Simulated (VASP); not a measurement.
# Al2Pt (P6_3/mmc) in VASP: single point with PBE

Aim: the single point of Al2Pt with PBE.

Program: VASP 6.6.1. These are calculated values, not measurements. Logs are shortened: lines on timing, memory, paths and dates and some standing lists are left out, and cuts for length are marked.

## 1. The cell of the first run

The structure is hexagonal, space group P6_3/mmc (No. 194). Conventional cell: a = 4.415 Å, b = 4.415 Å, c = 6.856 Å, α = 90.00°, β = 90.00°, γ = 120.00°. Al (site symmetry 3m) has 3 Pt at 2.56 Å and 4 Al at 2.60 to 2.92 Å within 3.4 Å. Pt (site symmetry -3m) has 6 Al at 2.56 Å within 3.4 Å.

## 2. Single point, PBE

The input, INCAR:

```
PREC = Accurate
ENCUT = 500
EDIFF = 1E-6
ISMEAR = 0
SIGMA = 0.2
LREAL = F
LASPH = T
NELM = 120
ALGO = Normal
ISIF = 2
LWAVE = F
LCHARG = T
GGA = PE
LELF = T
LVHAR = T
NBANDS = 25
GGA_COMPAT = F
```

The input, KPOINTS:

```
Automatic mesh
0
Gamma
  4 4 3
```

The input, POSCAR:

```
Al2Pt
1.0
    4.4148824744      0.0000000027      0.0000000000
   -2.2074412395      3.8234003762      0.0000000000
    0.0000000000      0.0000000000      6.8563069927
Al Pt
4 2
Direct
    0.3333333333      0.6666666667      0.0153824216
    0.6666666667      0.3333333333      0.5153824216
    0.3333333333      0.6666666667      0.5893151326
    0.6666666667      0.3333333333      0.0893151326
    0.0000000000      0.0000000000      0.5523394358
    0.0000000000      0.0000000000      1.0523394358
```

Potentials or basis: VASP PAW PBE potentials, release 64 (Al, Pt).

The run is started by

```console
$ cat potpaw_PBE.64/Al/POTCAR potpaw_PBE.64/Pt/POTCAR > POTCAR
$ mpirun -np 1 vasp_std > vasp.out
```

OUTCAR:

```text
PREC = Accurate
   ENCUT = 500
   EDIFF = 1E-6
   ISMEAR = 0
   LREAL = F
   LASPH = T
   NELM = 120
   ISIF = 2
   GGA = PE

 ion  position               nearest neighbor table
   1  0.333  0.667  0.015-   6 2.56   6 2.56   6 2.56   4 2.60   4 2.60   4 2.60   3 2.92
   2  0.667  0.333  0.515-   5 2.56   5 2.56   5 2.56   3 2.60   3 2.60   3 2.60   4 2.92
   3  0.333  0.667  0.589-   5 2.56   5 2.56   5 2.56   2 2.60   2 2.60   2 2.60   1 2.92
   4  0.667  0.333  0.089-   6 2.56   6 2.56   6 2.56   1 2.60   1 2.60   1 2.60   2 2.92
   5  0.000  0.000  0.552-   2 2.56   2 2.56   2 2.56   3 2.56   3 2.56   3 2.56   6 3.43   6 3.43

   6  0.000  0.000  0.052-   1 2.56   1 2.56   1 2.56   4 2.56   4 2.56   4 2.56   5 3.43   5 3.43

  LATTYP: Found a hexagonal cell.
 ALAT       =     4.4148824744
 C/A-ratio  =     1.5529987565

  Lattice vectors:

 A1 = (   4.4148824744,   0.0000000027,   0.0000000000)
 A2 = (  -2.2074412395,   3.8234003762,   0.0000000000)
 A3 = (   0.0000000000,   0.0000000000,   6.8563069927)

Analysis of symmetry for initial positions (statically):
=====================================================================
 Subroutine PRICEL returns:
 Original cell was already a primitive cell.

 Routine SETGRP: Setting up the symmetry group for a
 hexagonal supercell.

 Subroutine GETGRP returns: Found 12 space group operations
 (whereof  6 operations were pure point group operations)
 out of a pool of 24 trial point group operations.

The static configuration has the point symmetry C_3v.
 The point group associated with its full space group is C_6v.

Analysis of symmetry for dynamics (positions and initial velocities):
=====================================================================
 Subroutine PRICEL returns:
 Original cell was already a primitive cell.

 Routine SETGRP: Setting up the symmetry group for a
 hexagonal supercell.

 Subroutine GETGRP returns: Found 12 space group operations
 (whereof  6 operations were pure point group operations)
 out of a pool of 24 trial point group operations.

The dynamic configuration has the point symmetry C_3v.
 The point group associated with its full space group is C_6v.

 Subroutine INISYM returns: Found 12 space group operations
 (whereof  6 operations are pure point group operations),
 and found     1 'primitive' translations

----------------------------------------------------------------------------------------

                                     Primitive cell

  volume of cell :     115.7335

  direct lattice vectors                    reciprocal lattice vectors
     4.414882474  0.000000003  0.000000000     0.226506596  0.130773644  0.000000000
    -2.207441240  3.823400376  0.000000000    -0.000000000  0.261547288  0.000000000
     0.000000000  0.000000000  6.856306993     0.000000000  0.000000000  0.145851112

  length of vectors
     4.414882474  4.414882474  6.856306993     0.261547288  0.261547288  0.145851112

  position of ions in fractional coordinates (direct lattice)
     0.333333333  0.666666667  0.015382422
     0.666666667  0.333333333  0.515382422
     0.333333333  0.666666667  0.589315133
     0.666666667  0.333333333  0.089315133
     0.000000000  0.000000000  0.552339436
     0.000000000  0.000000000  0.052339436

  ion indices of the primitive-cell ions
   primitive index   ion index
                 1           1
                 2           2
                 3           3
                 4           4
                 5           5
                 6           6

----------------------------------------------------------------------------------------

 KPOINTS: Automatic mesh

Automatic generation of k-mesh.
 Grid dimensions read from file:
 generate k-points for:    4    4    3

 Generating k-lattice:

  Cartesian coordinates                     Fractional coordinates (reciprocal lattice)
     0.056626649  0.032693411  0.000000000     0.250000000  0.000000000  0.000000000
    -0.000000000  0.065386822  0.000000000     0.000000000  0.250000000  0.000000000
     0.000000000  0.000000000  0.048617037     0.000000000  0.000000000  0.333333333

  Length of vectors
     0.065386822  0.065386822  0.048617037

  Shift w.r.t. Gamma in fractional coordinates (k-lattice)
     0.000000000  0.000000000  0.000000000

 Subroutine IBZKPT returns following result:
 ===========================================

 Found      8 irreducible k-points:

 Following reciprocal coordinates:
            Coordinates               Weight
  0.000000  0.000000  0.000000      1.000000
  0.250000 -0.000000  0.000000      6.000000
  0.500000 -0.000000  0.000000      3.000000
  0.250000  0.250000  0.000000      6.000000
  0.000000  0.000000  0.333333      2.000000
  0.250000 -0.000000  0.333333     12.000000
  0.500000 -0.000000  0.333333      6.000000
  0.250000  0.250000  0.333333     12.000000
   k-points           NKPTS =      8   k-points in BZ     NKDIM =      8   number of bands    NBANDS=     25
   number of dos      NEDOS =    301   number of ions     NIONS =      6
   total plane-waves  NPLWV =  51200
   dimension x,y,z NGX =    32 NGY =   32 NGZ =   50
   dimension x,y,z NGXF=    64 NGYF=   64 NGZF=  100
   ions per type =               4   2
   NGX,Y,Z   is equivalent  to a cutoff of  12.05, 12.05, 12.12 a.u.
   NGXF,Y,Z  is equivalent  to a cutoff of  24.10, 24.10, 24.25 a.u.
 SYSTEM =  unknown system
   PREC   = accura    normal or accurate (medium, high low for compatibility)
   ISTART =      0    job   : 0-new  1-cont  2-samecut
   ICHARG =      2    charge: 1-file 2-atom 10-const
   ISPIN  =      1    spin polarized calculation?
   LNONCOLLINEAR =      F non collinear calculations
   LSORBIT =      F    spin-orbit coupling
   LASPH  =      T    aspherical Exc in radial PAW
   ENCUT  =  500.0 eV  36.75 Ry    6.06 a.u.   8.05  8.05 12.50*2*pi/ulx,y,z
   NELM   =    120;   NELMIN=  2; NELMDL= -5     # of ELM steps
   EDIFF  = 0.1E-05   stopping-criterion for ELM
   LREAL  =      F    real-space projection
   EDIFFG = 0.1E-04   stopping-criterion for IOM
   NSW    =      0    number of steps for IOM
   IBRION =     -1    ionic relax: 0-MD 1-quasi-New 2-CG
   NFREE  =      0    steps in history (QN), initial steepest desc. (CG)
   ISIF   =      2    stress and relaxation
   ISYM   =      2    0-nonsym 1-usesym 2-fastsym
   POTIM  = 0.5000    time-step for ionic-motion
   TEBEG  =    0.0;   TEEND  =   0.0 temperature during run
   PSTRESS=    0.0 pullay stress
   NELECT =      32.0000    total number of electrons
   NUPDOWN=      -1.0000    fix difference up-down
   EMIN   =  10.00;   EMAX   =-10.00  energy-range for DOS
   EFERMI =   0.00;   METHOD = LEGACY
   ISMEAR =     0;   SIGMA  =   0.20  broadening in eV -4-tet -1-fermi 0-gaus
   EFERMI_NEDOS =   21; number of points for ismear=-14 and -15
   IALGO  =     38    algorithm
   IMIX   =      4    mixing-type and parameters
     AMIX     =   0.40;   BMIX     =  1.00
     AMIX_MAG =   1.60;   BMIX_MAG =  1.00
  volume/ion in A,a.u.               =      19.29       130.17
  Fermi-wavevector in a.u.,A,eV,Ry     =   1.066527  2.015443 15.476346  1.137479
  Thomas-Fermi vector in A             =   2.202114
   LORBIT       =      0    0 simple, 1 ext, 2 COOP (PROOUT), +10 PAW based schemes
   GGA     = PE    functional components
   LHFCALC =     F    Hartree Fock is set to
   AEXX    =    0.0000 exact exchange contribution
   IVDW    =     0    specifies the selected vdW correction
   LEPSILON=     F    determine dielectric tensor
   LRPA    =     F    only Hartree local field effects (RPA)
 non-spin polarized calculation
 Gauss-broadening in eV      SIGMA  =   0.20
  energy-cutoff  :      500.00
  volume of cell :      115.73
 maximum number of plane-waves:      2982
   NGX = 17   NGY = 17   NGZ = 25

 number of electron      32.0000004 magnetization

 Free energy of the ion-electron system (eV)
  ---------------------------------------------------
  ext. energy  EPLUGINS =         0.00000000
  ---------------------------------------------------
  free energy    TOTEN  =       -29.22293862 eV

  energy without entropy =      -29.19980218  energy(sigma->0) =      -29.21137040

 E-fermi :   6.6740     XC(G=0): -10.1687

 val. band max:        6.5382685695   @ k =   0.2500  -0.0000   0.0000
 cond. band min:       6.7872015451   @ k =   0.5000  -0.0000   0.0000
 fundamental gap:      0.2489329756
 Fermi energy:         6.6739667917

 k-point     1 :       0.0000    0.0000    0.0000
  band No.  band energies     occupation
      1      -3.2022      2.00000
      2      -1.7852      2.00000
      3       1.5835      2.00000
      4       1.5835      2.00000
      5       1.9089      2.00000
      6       1.9089      2.00000
[... 17 lines left out ...]
     24      10.8916      0.00000
     25      10.8916      0.00000

 k-point     2 :       0.2500   -0.0000    0.0000
  band No.  band energies     occupation
      1      -2.4931      2.00000
      2      -1.0647      2.00000
      3       0.9316      2.00000
      4       1.6296      2.00000
      5       2.0272      2.00000
      6       2.2393      2.00000
[... 17 lines left out ...]
     24      11.6673      0.00000
     25      12.4925      0.00000

 k-point     3 :       0.5000   -0.0000    0.0000
  band No.  band energies     occupation
      1      -0.8029      2.00000
      2      -0.4319      2.00000
      3       0.2710      2.00000
      4       1.4065      2.00000
      5       1.9979      2.00000
      6       2.4732      2.00000
[... 104 lines left out ...]
 k-point     7 :       0.5000   -0.0000    0.3333
  band No.  band energies     occupation
      1      -0.5910      2.00000
      2      -0.2614      2.00000
      3       0.0594      2.00000
      4       0.6105      2.00000
      5       2.4486      2.00000
      6       2.6388      2.00000
[... 17 lines left out ...]
     24      13.1164      0.00000
     25      14.2251      0.00000

 k-point     8 :       0.2500    0.2500    0.3333
  band No.  band energies     occupation
      1      -0.9226      2.00000
      2      -0.2827      2.00000
      3       0.5587      2.00000
      4       1.0212      2.00000
      5       2.0586      2.00000
      6       2.3317      2.00000
[... 17 lines left out ...]
     24      12.5414      0.00000
     25      12.7886      0.00000

------------------------ aborting loop because EDIFF is reached ----------------------------------------

  FORCE on cell =-STRESS in cart. coord.  units (eV):
  Direction    XX          YY          ZZ          XY          YZ          ZX
  --------------------------------------------------------------------------------------
  -------------------------------------------------------------------------------------
  Total       -0.3289060     -0.3289060      0.2716322     -0.0000000      0.0000000      0.0000000
  in kB       -4.5532679     -4.5532679      3.7603878     -0.0000000      0.0000000      0.0000000
  external PRESSURE =      -1.7820494 kB  Pullay stress =       0.0000000 kB

 VOLUME and BASIS-vectors are now :
 -----------------------------------------------------------------------------
  energy-cutoff  :      500.00
  volume of cell :      115.73
      direct lattice vectors                 reciprocal lattice vectors
     4.414882474  0.000000003  0.000000000     0.226506596  0.130773644  0.000000000
    -2.207441240  3.823400376  0.000000000    -0.000000000  0.261547288  0.000000000
     0.000000000  0.000000000  6.856306993     0.000000000  0.000000000  0.145851112

 POSITION                                       TOTAL-FORCE (eV/Angst)
 -----------------------------------------------------------------------------------
     -0.00000      2.54893      0.10547         0.000000      0.000000     -0.009746
      2.20744      1.27447      3.53362        -0.000000      0.000000     -0.009746
     -0.00000      2.54893      4.04053        -0.000000     -0.000000      0.009606
      2.20744      1.27447      0.61237         0.000000      0.000000      0.009606
      0.00000      0.00000      3.78701        -0.000000      0.000000      0.000140
      0.00000      0.00000      0.35886         0.000000      0.000000      0.000140
 -----------------------------------------------------------------------------------
    total drift:                                0.000000      0.000000      0.000118

  FREE ENERGIE OF THE ION-ELECTRON SYSTEM (eV)
  ---------------------------------------------------
  free  energy   TOTEN  =       -29.2229386188 eV

  energy  without entropy=      -29.1998021838  energy(sigma->0) =      -29.21137040
```

It took 25 s on 1 thread of Intel Xeon 6455B, shared host; peak memory 0.22 GiB.

Results:

```yaml
Free_energy: -29.2229 eV
Pressure: -0.2 GPa
Largest_force: 0.010 eV/Å
Band_gap_on_the_k_mesh: zero (band 16 reaches 8.28 eV, above the bottom of band 17 at 6.17 eV)
```

Forces in eV/Å, atoms in the order of the input:
```
Al   0.000  0.000 -0.010
Al   0.000  0.000 -0.010
Al   0.000  0.000  0.010
Al   0.000  0.000  0.010
Pt   0.000  0.000  0.000
Pt   0.000  0.000  0.000
```

Caveat: the k points lie up to 0.41 Å⁻¹ apart; spin-orbit coupling is left out, which moves the levels of the heavy elements.
